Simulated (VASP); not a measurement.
Wanted: the native input for a VASP 6.6.1 run.

```
Task                   : single point
Functional             : LDA
Potentials or basis    : VASP PAW LDA potentials, release 64 (Ta_pv, N)
Cutoff                 : 520 eV
k mesh                 : 9 × 9 × 8
Occupations            : gaussian, width 0.15 eV
Spin                   : no spin polarisation
Dipole correction      : no
Further INCAR settings : ALGO = Normal; EDIFF = 1e-06; NBANDS = 50
```

The structure of Ta2N lies in POSCAR:

```
Ta2N
1.0
    5.2288597096      0.0000000000      0.0000000000
   -2.6144298548      4.5283253413      0.0000000000
    0.0000000000      0.0000000000      4.8835331142
Ta N
6 3
Direct
    0.6310702833      0.6310702833      0.7526041962
    0.0000000000      0.3689297167      0.7526041962
    0.3689297167      0.0000000000      0.7526041962
    0.3689297167      0.3689297167      0.2473958038
    0.0000000000      0.6310702833      0.2473958038
    0.6310702833      0.0000000000      0.2473958038
    0.6666666667      0.3333333333      0.5000000000
    0.3333333333      0.6666666667      0.5000000000
    0.0000000000      0.0000000000      0.0000000000
```

This cell differs from its parent crystal: c/a of the conventional cell at fixed volume 0.9340.

The input as run:

INCAR

```
SYSTEM = Ta2N
PREC = Accurate ; ENCUT = 520
EDIFF = 1E-6 ; ISMEAR = 0
SIGMA = 0.15 ; LREAL = .FALSE.
LASPH = .TRUE. ; NELM = 60
ALGO = Normal ; ISIF = 2
LWAVE = .FALSE. ; LCHARG = .TRUE.
LELF = .TRUE. ; LVHAR = .TRUE.
NBANDS = 50
```

KPOINTS

```
regular mesh
0
G
  9 9 8
  0 0 0
```

Potentials or basis: VASP PAW LDA potentials, release 64 (Ta_pv, N).

Command:

```console
$ cat potpaw_LDA.64/Ta_pv/POTCAR potpaw_LDA.64/N/POTCAR > POTCAR
$ mpirun -np 1 vasp_std > vasp.out
```

Results of the run:

```json
{
 "Pressure": "11.3 GPa",
 "Largest force": "5.033 eV/Å"
}
```

Caveat: forces of over 1 eV/Å act on the atoms, so gaps and moduli don't describe the material at rest.

It took 4.8 min on 1 thread of AMD EPYC 9R45 96-Core Processor (Zen 5) (shared host), peak memory 0.39 GiB.
